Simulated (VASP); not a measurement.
# Bi2Se3 (R-3m) in VASP: a series of runs

The runs below take Bi2Se3 through electric field gradients, with PBE.

Everything below comes from runs of VASP 6.6.1. Logs are shortened: lines on timing, memory, paths and dates and some standing lists are left out, and cuts for length are marked.

### Step 1. The cell of the first run

It takes space group R-3m (No. 166, trigonal). Conventional cell: a = 4.058 Å, b = 4.058 Å, c = 28.051 Å, α = 90.00°, β = 90.00°, γ = 120.00°. Bi (site symmetry 3m) has 6 Se at 2.79 to 3.01 Å within 3.7 Å. Within 4.2 Å of Se (site symmetry -3m) lie 6 Bi at 3.01 Å and 12 Se at 4.06 to 4.14 Å. Within 3.7 Å of Se (site symmetry 3m) lie 3 Bi at 2.79 Å and 3 Se at 3.45 Å.

### Step 2. Electric field gradients, PBE (26.68 Å³/atom)

INCAR

```
SYSTEM = Bi2Se3
PREC     = Accurate       ! precision mode
ENCUT    = 520            ! plane-wave cutoff, eV
EDIFF    = 1E-8           ! SCF threshold, eV
ISMEAR   = -1             ! smearing method
SIGMA    = 0.03           ! smearing width, eV
LREAL    = .FALSE.        ! projectors in reciprocal space
LASPH    = .TRUE.         ! aspherical terms in the spheres
NELM     = 100            ! most SCF steps
ALGO     = Normal         ! electronic algorithm
ISIF     = 2              ! what is computed and relaxed
LWAVE    = .FALSE.        ! write WAVECAR
LCHARG   = .FALSE.        ! write CHGCAR
GGA      = PE             ! functional
LEFG     = .TRUE.       
NBANDS   = 32             ! bands
```

KPOINTS

```
regular mesh
0
G
  6 6 6
  0 0 0
```

POSCAR

```
Bi2Se3
1.0
    2.0292119354      1.1715660571      9.3504726711
   -2.0292119354      1.1715660571      9.3504726711
    0.0000000000     -2.3431321143      9.3504726711
Bi Se
2 3
Direct
    0.4008000000      0.4008000000      0.4008000000
    0.5992000000      0.5992000000      0.5992000000
    0.0000000000      0.0000000000      0.0000000000
    0.2117000000      0.2117000000      0.2117000000
    0.7883000000      0.7883000000      0.7883000000
```

Potentials or basis: VASP PAW PBE potentials, release 64 (Bi_d, Se).

Launch:

```bash
> cat potpaw_PBE.64/Bi_d/POTCAR potpaw_PBE.64/Se/POTCAR > POTCAR
> mpirun -np 1 vasp_std > vasp.out
```

OUTCAR:

```text
SYSTEM = Bi2Se3
   PREC = Accurate
   ENCUT = 520
   EDIFF = 1E-8
   ISMEAR = -1
   LREAL = .FALSE.
   LASPH = .TRUE.
   NELM = 100
   ISIF = 2
   GGA = PE

 ion  position               nearest neighbor table
   1  0.401  0.401  0.401-   5 2.79   5 2.79   5 2.79   3 3.01   3 3.01   3 3.01
   2  0.599  0.599  0.599-   4 2.79   4 2.79   4 2.79   3 3.01   3 3.01   3 3.01
   3  0.000  0.000  0.000-   2 3.01   1 3.01   2 3.01   2 3.01   1 3.01   1 3.01
   4  0.212  0.212  0.212-   2 2.79   2 2.79   2 2.79
   5  0.788  0.788  0.788-   1 2.79   1 2.79   1 2.79

  LATTYP: Found a trigonal (rhomboedric) cell.
 ALAT       =     9.6395854308
 COS(alpha) =     0.9113725817

  Lattice vectors:

 A1 = (   2.0292119354,   1.1715660571,   9.3504726711)
 A2 = (  -2.0292119354,   1.1715660571,   9.3504726711)
 A3 = (   0.0000000000,  -2.3431321143,   9.3504726711)

Analysis of symmetry for initial positions (statically):
=====================================================================
 Subroutine PRICEL returns:
 Original cell was already a primitive cell.

 Routine SETGRP: Setting up the symmetry group for a
 trigonal (rhombohedral) supercell.

 Subroutine GETGRP returns: Found 12 space group operations
 (whereof 12 operations were pure point group operations)
 out of a pool of 12 trial point group operations.

The static configuration has the point symmetry D_3d.

Analysis of symmetry for dynamics (positions and initial velocities):
=====================================================================
 Subroutine PRICEL returns:
 Original cell was already a primitive cell.

 Routine SETGRP: Setting up the symmetry group for a
 trigonal (rhombohedral) supercell.

 Subroutine GETGRP returns: Found 12 space group operations
 (whereof 12 operations were pure point group operations)
 out of a pool of 12 trial point group operations.

The dynamic configuration has the point symmetry D_3d.

 Subroutine INISYM returns: Found 12 space group operations
 (whereof 12 operations are pure point group operations),
 and found     1 'primitive' translations

----------------------------------------------------------------------------------------

[... 148 lines left out ...]
 cond. band min:       5.9294208342   @ k =   0.0000   0.0000   0.0000
 fundamental gap:      0.1656007706
 Fermi energy:         5.8465584760

 k-point     1 :       0.0000    0.0000    0.0000
  band No.  band energies     occupation
      1     -17.4799      2.00000
      2     -17.4799      2.00000
      3     -17.4772      2.00000
      4     -17.4772      2.00000
      5     -17.4642      2.00000
      6     -17.4610      2.00000
[... 829 lines left out ...]
     31      10.9852      0.00000
     32      12.1804      0.00000

 [... further k-points ...]

------------------------ aborting loop because EDIFF is reached ----------------------------------------

  FORCE on cell =-STRESS in cart. coord.  units (eV):
  Direction    XX          YY          ZZ          XY          YZ          ZX
  --------------------------------------------------------------------------------------
  -------------------------------------------------------------------------------------
  Total        6.1240970      6.1240970      6.0951023      0.0000000     -0.0000000      0.0000000
  in kB       73.5654064     73.5654064     73.2171086      0.0000000     -0.0000000      0.0000000
  external PRESSURE =      73.4493072 kB  Pullay stress =       0.0000000 kB

 VOLUME and BASIS-vectors are now :
 -----------------------------------------------------------------------------
  energy-cutoff  :      520.00
  volume of cell :      133.38
      direct lattice vectors                 reciprocal lattice vectors
     2.029211935  1.171566057  9.350472671     0.246401074  0.142259726  0.035648822
    -2.029211935  1.171566057  9.350472671    -0.246401074  0.142259726  0.035648822
     0.000000000 -2.343132114  9.350472671     0.000000000 -0.284519453  0.035648822

 POSITION                                       TOTAL-FORCE (eV/Angst)
 -----------------------------------------------------------------------------------
      0.00000     -0.00000     11.24301         0.000000      0.000000     -0.397922
      0.00000     -0.00000     16.80841         0.000000     -0.000000      0.397922
      0.00000      0.00000      0.00000        -0.000000      0.000000      0.000000
      0.00000     -0.00000      5.93849         0.000000      0.000000     -0.718282
      0.00000     -0.00000     22.11293         0.000000     -0.000000      0.718282
 -----------------------------------------------------------------------------------
    total drift:                                0.000000      0.000000      0.000000

  FREE ENERGIE OF THE ION-ELECTRON SYSTEM (eV)
  ---------------------------------------------------
  free  energy   TOTEN  =       -19.8983056048 eV

  energy  without entropy=      -19.8981776936  energy(sigma->0) =      -19.89824165

 Electric field gradients (V/A^2)
---------------------------------------------------------------------
 ion       V_xx      V_yy      V_zz      V_xy      V_xz      V_yz
---------------------------------------------------------------------
   1      -2.402    -2.402     4.805     0.000     0.000     0.000
   2      -2.402    -2.402     4.805     0.000     0.000     0.000
   3     -37.019   -37.019    74.038    -0.000     0.000     0.000
   4       8.438     8.438   -16.875    -0.000    -0.000     0.000
   5       8.438     8.438   -16.875    -0.000    -0.000     0.000
---------------------------------------------------------------------

 Electric field gradients after diagonalization (V/A^2)
 (convention: |V_zz| > |V_xx| > |V_yy|)
----------------------------------------------------------------------
 ion       V_xx      V_yy      V_zz     asymmetry (V_yy - V_xx)/ V_zz
----------------------------------------------------------------------
   1      -2.402    -2.402     4.805       0.000
   2      -2.402    -2.402     4.805       0.000
   3     -37.019   -37.019    74.038       0.000
   4       8.438     8.438   -16.875       0.000
   5       8.438     8.438   -16.875       0.000
----------------------------------------------------------------------

           NMR quadrupolar parameters

 Cq : quadrupolar parameter    Cq=e*Q*V_zz/h
 eta: asymmetry parameters     (V_yy - V_xx)/ V_zz
 Q  : nuclear electric quadrupole moment in mb (millibarn)
----------------------------------------------------------------------
 ion       Cq(MHz)       eta       Q (mb)
----------------------------------------------------------------------
   1       0.012       0.000       1.000
   2       0.012       0.000       1.000
   3       0.179       0.000       1.000
   4      -0.041       0.000       1.000
   5      -0.041       0.000       1.000
----------------------------------------------------------------------
```

OSZICAR:

```text
N       E                     dE             d eps       ncg     rms          rms(c)
DAV:   1     0.474644330771E+03    0.47464E+03   -0.23084E+04  2048   0.157E+03
DAV:   2     0.353763812930E+02   -0.43927E+03   -0.42053E+03  2104   0.422E+02
DAV:   3    -0.183603352531E+02   -0.53737E+02   -0.50980E+02  2720   0.152E+02
[... 11 lines left out ...]
DAV:  15    -0.198983055894E+02    0.24954E-07   -0.49762E-08  2248   0.126E-03    0.337E-04
DAV:  16    -0.198983056263E+02   -0.36940E-07   -0.13694E-08  1912   0.572E-04    0.262E-04
DAV:  17    -0.198983055910E+02    0.35315E-07   -0.31364E-09  1640   0.355E-04    0.854E-05
DAV:  18    -0.198983056033E+02   -0.12271E-07   -0.45612E-10  1240   0.162E-04    0.277E-05
DAV:  19    -0.198983056048E+02   -0.15034E-08   -0.11485E-10  1232   0.100E-04
   1 F= -.19898306E+02 E0= -.19898242E+02  d E =-.127911E-03
```

stdout:

```text
POSCAR found type information on POSCAR BiSe
 POSCAR found :  2 types and       5 ions
 scaLAPACK will be used
 LDA part: xc-table for (Slater+PW92), standard interpolation
 POSCAR, INCAR and KPOINTS ok, starting setup
 FFT: planning ... GRIDC
 FFT: planning ... GRID_SOFT
 FFT: planning ... GRID
 WAVECAR not read
 entering main loop
ion   1

ion   2

ion   3

ion   4

ion   5
```

It took 9 min on 1 thread of Intel Xeon 6975P-C (Granite Rapids), shared host; peak memory 0.73 GiB.

What came out:

- Free energy: -19.8983 eV
- Pressure: 7.3 GPa
- Largest force: 0.718 eV/Å
- Band gap on the k mesh: 0.17 eV
- Largest electric field gradient by atom: Bi +4.8; Se +74.0, -16.9 (each value once) V/Å²

Forces in eV/Å, atoms in the order of the input:
```
Bi   0.000  0.000 -0.398
Bi   0.000  0.000  0.398
Se   0.000  0.000  0.000
Se   0.000  0.000 -0.718
Se   0.000  0.000  0.718
```

Electric field gradients, principal values (V/Å²):
| atom | least | middle | greatest (by size) |
| --- | --- | --- | --- |
| 1 Bi | -2.402 | -2.402 | 4.805 |
| 2 Bi | -2.402 | -2.402 | 4.805 |
| 3 Se | -37.019 | -37.019 | 74.038 |
| 4 Se | 8.438 | 8.438 | -16.875 |
| 5 Se | 8.438 | 8.438 | -16.875 |

Caveat: the cell stands under pressure; without QUAD_EFG the Cq values of the log hold for a quadrupole moment of 1 mb, not for the nuclei; spin-orbit coupling is left out, which moves the levels of the heavy elements. A k mesh can miss the band edges.

(Part 1 of 2 ends here.)
